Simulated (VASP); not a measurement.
SnO2: single point with PBE

Crystal: SnO2.

```
Sn O
1.0
     4.73800   -0.00790   -0.00790
    -0.00790    4.73800   -0.00790
    -0.00531   -0.00531    3.18650
Sn O
2 4
Direct
  0.00000 0.00000 0.00000
  0.50000 0.50000 0.50000
  0.30710 0.30710 0.00000
  0.19290 0.80710 0.50000
  0.69290 0.69290 0.00000
  0.80710 0.19290 0.50000
```

| Item | Value |
| --- | --- |
| Program | VASP 6.6.1 |
| Task | single point |
| Functional | PBE |
| Potentials or basis | VASP PAW PBE potentials, release 64 (Sn_d, O) |
| Cutoff | 520 eV |
| k mesh | 4 × 4 × 6 |
| Occupations | fermi-dirac, width 0.02 eV |
| Spin | no spin polarisation |
| Dipole correction | no |
| Further INCAR settings | ALGO = Normal; EDIFF = 1e-06; NBANDS = 35 |

| Item | Value |
| --- | --- |
| Pressure | 11.8 GPa |
| Largest force | 0.304 eV/Å |
| Band gap on the k mesh | 1.27 eV |

Forces in eV/Å, atoms in the order of the input:
```
Sn   0.000  0.000  0.000
Sn   0.000  0.000  0.000
O   -0.201 -0.201 -0.045
O    0.215 -0.215  0.000
O    0.201  0.201  0.045
O   -0.215  0.215  0.000
```

Stress tensor (GPa, compression positive):
```
10.69  0.71  0.40
 0.71 10.69  0.40
 0.40  0.40 13.98
```

Levels at points of the mesh, in eV from the valence-band top:
```tsv
k point	band 23	band 24	band 25	band 26	band 27	band 28	band 29	band 30
(0.00, 0.00, 0.00)	-1.21	-0.79	-0.77	0.00	1.27	6.15	6.34	6.36
(0.50, 0.00, 0.00)	-1.20	-1.18	-0.64	-0.64	4.43	4.46	7.08	7.10
(0.50, 0.50, 0.00)	-1.32	-1.29	-0.92	-0.88	4.83	4.85	7.52	7.53
(0.00, 0.00, 0.50)	-1.67	-1.65	-1.28	-1.24	6.22	6.23	9.77	9.79
(0.50, 0.00, 0.50)	-1.12	-1.09	-0.70	-0.69	6.50	6.52	8.04	8.10
(0.50, 0.50, 0.50)	-0.98	-0.97	-0.86	-0.82	4.91	4.93	8.86	8.90
```

Wall time 64 s on 1 thread of Intel Xeon 8259CL, on a shared host, peak memory 0.21 GiB.

Caveat: the cell stands under pressure; spin-orbit coupling is left out, which moves the levels of the heavy elements.
